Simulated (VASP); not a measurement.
Input of a VASP 6.6.1 run:

The input INCAR:

```
  PREC = Accurate
  ENCUT = 520
  EDIFF = 1E-6
  ISMEAR = -1
  SIGMA = 0.1
  LREAL = False
  LASPH = True
  NELM = 80
  ALGO = Normal
  ISIF = 2
  LWAVE = False
  LCHARG = True
  GGA = PE
  LELF = True
  LVHAR = True
  NBANDS = 16
```

KPOINTS

```
regular mesh
0
Gamma
  7 7 9
```

The input POSCAR:

```
Te
1.0
    5.5449214432      0.0000000000      0.0000000000
   -2.7724607216      4.8020428318      0.0000000000
    0.0000000000      0.0000000000      3.2739735986
Te
3
Direct
    1.0000000000      0.0000000000      0.0000000000
    0.3333333333      0.6666666667      0.5000000000
    0.6666666667      0.3333333333      0.5000000000
```

Potentials or basis: VASP PAW PBE potentials, release 64 (Te).

The run is started by

```console
$ cat potpaw_PBE.64/Te/POTCAR > POTCAR
$ mpirun -np 1 vasp_std > vasp.out
```

Problem. Predict the pressure.

Solution. -0.1 GPa.

Problem. What does it give for the band gap on the k mesh?

Solution. Zero (band 9 reaches 10.32 eV, above the bottom of band 10 at 5.79 eV).

Caveat: spin-orbit coupling is left out, which moves the levels of the heavy elements.
